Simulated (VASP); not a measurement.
# HgPtSeF3 (P1) in VASP: single point with PBE

Aim: the single point of HgPtSeF3 with PBE.

Program: VASP 6.6.1. These are calculated values, not measurements. Logs are shortened: lines on timing, memory, paths and dates and some standing lists are left out, and cuts for length are marked.

### Step 1. The cell of the first run

The typed cell holds 12 atoms: a = 4.147 Å, b = 4.147 Å, c = 14.504 Å, α = 91.16°, β = 90.62°, γ = 92.14°.

### Step 2. Single point, PBE

Input file INCAR:

```
ALGO = Normal
EDIFF = 1E-6
ENCUT = 600
GGA = PE
GGA_COMPAT = False
ISIF = 2
ISMEAR = 0
LASPH = True
LCHARG = True
LELF = True
LREAL = False
LVHAR = True
LWAVE = False
NBANDS = 61
NELM = 120
PREC = Accurate
SIGMA = 0.2
```

Input file KPOINTS:

```
k-points
0
Gamma
  6 6 2
```

Input file POSCAR:

```
HgPtSeF3
1.0
    0.1563192344     -4.1436313789     -0.0027502354
   -4.1467615869     -0.0016242864     -0.0134268744
    0.3399062962      0.1789007506    -14.4989359536
Hg Pt Se F
2 2 2 6
Direct
    0.4847416753      0.4869270416      0.6539810799
    0.4847416753      0.4869270416      0.1539810799
    0.9833270609      0.9851687182      0.6455553537
    0.9833270609      0.9851687182      0.1455553537
    0.9851826583      0.9829693455      0.9897252236
    0.9851826583      0.9829693455      0.4897252236
    0.5590379680      0.9855834696      0.9575170812
    0.5590379680      0.9855834696      0.4575170812
    0.9893621775      0.5561391239      0.9572893900
    0.9893621775      0.5561391239      0.4572893900
    0.9983484600      0.0032123014      0.7818384266
    0.9983484600      0.0032123014      0.2818384266
```

Potentials or basis: VASP PAW PBE potentials, release 64 (Hg, Pt, Se, F).

Command:

```bash
$ cat potpaw_PBE.64/Hg/POTCAR potpaw_PBE.64/Pt/POTCAR potpaw_PBE.64/Se/POTCAR potpaw_PBE.64/F/POTCAR > POTCAR
$ mpirun -np 1 vasp_std > vasp.out
```

OUTCAR:

```text
EDIFF = 1E-6
   ENCUT = 600
   GGA = PE
   ISIF = 2
   ISMEAR = 0
   LASPH = True
   LREAL = False
   NELM = 120
   PREC = Accurate

 ion  position               nearest neighbor table
   1  0.485  0.487  0.654-   3 2.87   3 2.89   3 2.99   3 2.99
   2  0.485  0.487  0.154-   4 2.87   4 2.89   4 2.99   4 2.99
   3  0.983  0.985  0.646-  11 1.98   6 2.26   1 2.87   1 2.89   1 2.99   1 2.99
   4  0.983  0.985  0.146-  12 1.98   5 2.26   2 2.87   2 2.89   2 2.99   2 2.99
   5  0.985  0.983  0.990-   9 1.82   7 1.82   4 2.26
   6  0.985  0.983  0.490-  10 1.82   8 1.82   3 2.26
   7  0.559  0.986  0.958-   5 1.82
   8  0.559  0.986  0.458-   6 1.82
   9  0.989  0.556  0.957-   5 1.82
  10  0.989  0.556  0.457-   6 1.82
  11  0.998  0.003  0.782-   3 1.98
  12  0.998  0.003  0.282-   4 1.98
[... 11 lines left out ...]
 A1 = (  -3.9904423525,  -4.1452556653,  -0.0161771098)
 A2 = (   0.1563192344,  -4.1436313789,  -0.0027502354)
 A3 = (  -4.4866678831,  -0.1805250370,  14.4855090792)

Analysis of symmetry for initial positions (statically):
=====================================================================
 Subroutine PRICEL returns following result:

  LATTYP: Found a triclinic cell.
 ALAT       =     4.1465798281
 B/A-ratio  =     2.0239575900
 C/A-ratio  =     1.0000491524
 COS(alpha) =     0.0009737530
 COS(beta)  =     0.0373045866
 COS(gamma) =     0.5033959539

  Lattice vectors:

 A1 = (  -0.1563192344,   4.1436313789,   0.0027502354)
 A2 = (   0.0136339137,   4.2330817542,  -7.2467177414)
 A3 = (  -4.1467615869,  -0.0016242864,  -0.0134268744)

   2 primitive cells build up your supercell.

 Routine SETGRP: Setting up the symmetry group for a
 triclinic supercell.

 Subroutine GETGRP returns: Found  1 space group operations
 (whereof  1 operations were pure point group operations)
 out of a pool of  2 trial point group operations.

The static configuration has the point symmetry C_1 .

Analysis of symmetry for dynamics (positions and initial velocities):
=====================================================================
 Subroutine PRICEL returns following result:

  LATTYP: Found a triclinic cell.
 ALAT       =     4.1465798281
 B/A-ratio  =     2.0239575900
 C/A-ratio  =     1.0000491524
 COS(alpha) =     0.0009737530
 COS(beta)  =     0.0373045866
 COS(gamma) =     0.5033959539

[... 131 lines left out ...]
   POTIM  = 0.5000    time-step for ionic-motion
   TEBEG  =    0.0;   TEEND  =   0.0 temperature during run
   PSTRESS=    0.0 pullay stress
   NELECT =      98.0000    total number of electrons
   NUPDOWN=      -1.0000    fix difference up-down
   EMIN   =  10.00;   EMAX   =-10.00  energy-range for DOS
   EFERMI =   0.00;   METHOD = LEGACY
   ISMEAR =     0;   SIGMA  =   0.20  broadening in eV -4-tet -1-fermi 0-gaus
   EFERMI_NEDOS =   21; number of points for ismear=-14 and -15
   IALGO  =     38    algorithm
   IMIX   =      4    mixing-type and parameters
     AMIX     =   0.40;   BMIX     =  1.00
     AMIX_MAG =   1.60;   BMIX_MAG =  1.00
  volume/ion in A,a.u.               =      20.76       140.12
  Fermi-wavevector in a.u.,A,eV,Ry     =   1.199482  2.266691 19.575462  1.438756
  Thomas-Fermi vector in A             =   2.335343
   LORBIT       =      0    0 simple, 1 ext, 2 COOP (PROOUT), +10 PAW based schemes
   GGA     = PE    functional components
   LHFCALC =     F    Hartree Fock is set to
   AEXX    =    0.0000 exact exchange contribution
   IVDW    =     0    specifies the selected vdW correction
   LEPSILON=     F    determine dielectric tensor
   LRPA    =     F    only Hartree local field effects (RPA)
 non-spin polarized calculation
 Gauss-broadening in eV      SIGMA  =   0.20
  energy-cutoff  :      600.00
  volume of cell :      249.16
 maximum number of plane-waves:      8350
 NGX is ok and might be reduce to    36
   NGX = 17   NGY = 17   NGZ = 57

 number of electron      98.0000009 magnetization

 Free energy of the ion-electron system (eV)
  ---------------------------------------------------
  ext. energy  EPLUGINS =         0.00000000
  ---------------------------------------------------
  free energy    TOTEN  =       -42.12836489 eV

  energy without entropy =      -42.07343654  energy(sigma->0) =      -42.10090072

 E-fermi :   0.9117     XC(G=0):  -8.7247

 val. band max:        0.8580991234   @ k =   0.5000   0.5000   0.5000
 cond. band min:       0.9180266943   @ k =   0.5000   0.5000   0.0000
 fundamental gap:      0.0599275709
 Fermi energy:         0.9116969790

 k-point     1 :       0.0000    0.0000    0.0000
  band No.  band energies     occupation
      1     -24.1382      2.00000
      2     -24.1375      2.00000
      3     -23.1522      2.00000
      4     -23.1522      2.00000
      5     -20.9445      2.00000
      6     -20.9432      2.00000
[... 1525 lines left out ...]
     60       9.3164      0.00000
     61       9.4041      0.00000

 [... further k-points ...]

------------------------ aborting loop because EDIFF is reached ----------------------------------------

  FORCE on cell =-STRESS in cart. coord.  units (eV):
  Direction    XX          YY          ZZ          XY          YZ          ZX
  --------------------------------------------------------------------------------------
  -------------------------------------------------------------------------------------
  Total        0.2264991      0.2188649      0.1949506     -0.0941553      0.1048341      0.1380612
  in kB        1.4564888      1.4073975      1.2536178     -0.6054600      0.6741296      0.8877945
  external PRESSURE =       1.3725013 kB  Pullay stress =       0.0000000 kB

 VOLUME and BASIS-vectors are now :
 -----------------------------------------------------------------------------
  energy-cutoff  :      600.00
  volume of cell :      249.16
      direct lattice vectors                 reciprocal lattice vectors
     0.156319234 -4.143631379 -0.002750235     0.000104162 -0.241328304 -0.002975281
    -4.146761587 -0.001624286 -0.013426874    -0.241129807 -0.009092839 -0.005765130
     0.339906296  0.178900751-14.498935954     0.000223281  0.000054197 -0.068964675

 POSITION                                       TOTAL-FORCE (eV/Angst)
 -----------------------------------------------------------------------------------
     -1.72110     -1.89238     -9.48990         0.001254      0.000634     -0.001103
     -1.89106     -1.98183     -2.24043         0.001254      0.000634     -0.001103
     -3.71212     -3.96065     -9.37580         0.012422      0.012286      0.081743
     -3.88207     -4.05011     -2.12633         0.012422      0.012286      0.081743
     -3.58572     -3.90677    -14.36587        -0.134888     -0.137000     -0.037600
     -3.75568     -3.99622     -7.11640        -0.134888     -0.137000     -0.037600
     -3.67413     -2.14675    -13.89775        -0.006488      0.129878      0.028489
     -3.84408     -2.23620     -6.64828        -0.006488      0.129878      0.028489
     -1.82613     -3.92920    -13.88987         0.130851     -0.000533      0.029301
     -1.99608     -4.01865     -6.64040         0.130851     -0.000533      0.029301
      0.40849     -3.99692    -11.33861        -0.003151     -0.005265     -0.100830
      0.23854     -4.08637     -4.08915        -0.003151     -0.005265     -0.100830
 -----------------------------------------------------------------------------------
    total drift:                               -0.000374      0.000834      0.004175

  FREE ENERGIE OF THE ION-ELECTRON SYSTEM (eV)
  ---------------------------------------------------
  free  energy   TOTEN  =       -42.1283648904 eV

  energy  without entropy=      -42.0734365412  energy(sigma->0) =      -42.10090072
```

OSZICAR:

```text
N       E                     dE             d eps       ncg     rms          rms(c)
DAV:   1     0.833272348188E+03    0.83327E+03   -0.53982E+04  4880   0.166E+03
DAV:   2     0.170146927071E+02   -0.81626E+03   -0.77445E+03  5527   0.377E+02
DAV:   3    -0.480340950200E+02   -0.65049E+02   -0.63960E+02  5619   0.108E+02
DAV:   4    -0.490727995202E+02   -0.10387E+01   -0.10336E+01  5421   0.140E+01
DAV:   5    -0.490872392787E+02   -0.14440E-01   -0.14435E-01  5488   0.151E+00    0.231E+01
DAV:   6    -0.427688460353E+02    0.63184E+01   -0.23150E+01  5581   0.286E+01    0.129E+01
DAV:   7    -0.423649575256E+02    0.40389E+00   -0.40478E+00  5179   0.123E+01    0.778E+00
DAV:   8    -0.421994226401E+02    0.16553E+00   -0.11360E+00  5228   0.647E+00    0.317E+00
DAV:   9    -0.421295261973E+02    0.69896E-01   -0.15606E-01  5449   0.275E+00    0.580E-01
DAV:  10    -0.421283053002E+02    0.12209E-02   -0.41887E-02  5308   0.971E-01    0.345E-01
DAV:  11    -0.421281756554E+02    0.12964E-03   -0.18134E-03  5478   0.241E-01    0.247E-01
DAV:  12    -0.421283404700E+02   -0.16481E-03   -0.90274E-04  5681   0.199E-01    0.116E-01
DAV:  13    -0.421283636866E+02   -0.23217E-04   -0.38770E-04  5435   0.110E-01    0.383E-02
DAV:  14    -0.421283666396E+02   -0.29530E-05   -0.22056E-04  5442   0.794E-02    0.211E-02
DAV:  15    -0.421283640233E+02    0.26163E-05   -0.59826E-05  5389   0.389E-02    0.155E-02
DAV:  16    -0.421283648904E+02   -0.86716E-06   -0.84746E-06  5387   0.190E-02
   1 F= -.42128365E+02 E0= -.42100901E+02  d E =-.549283E-01
```

It took 28 min on 1 thread of Intel Xeon 8259CL, shared host; peak memory 0.84 GiB.

What came out:

```yaml
Free_energy: -42.1284 eV
Pressure: 0.1 GPa
Largest_force: 0.196 eV/Å
Band_gap_on_the_k_mesh: zero (bands 49 and 50 overlap by 3.47 eV)
```

Forces on the atoms (eV/Å):
```
Hg   0.001  0.001 -0.001
Hg   0.001  0.001 -0.001
Pt   0.012  0.012  0.082
Pt   0.012  0.012  0.082
Se  -0.135 -0.137 -0.038
Se  -0.135 -0.137 -0.038
F   -0.006  0.130  0.028
F   -0.006  0.130  0.028
F    0.131 -0.001  0.029
F    0.131 -0.001  0.029
F   -0.003 -0.005 -0.101
F   -0.003 -0.005 -0.101
```

Caveat: spin-orbit coupling is left out, which moves the levels of the heavy elements.
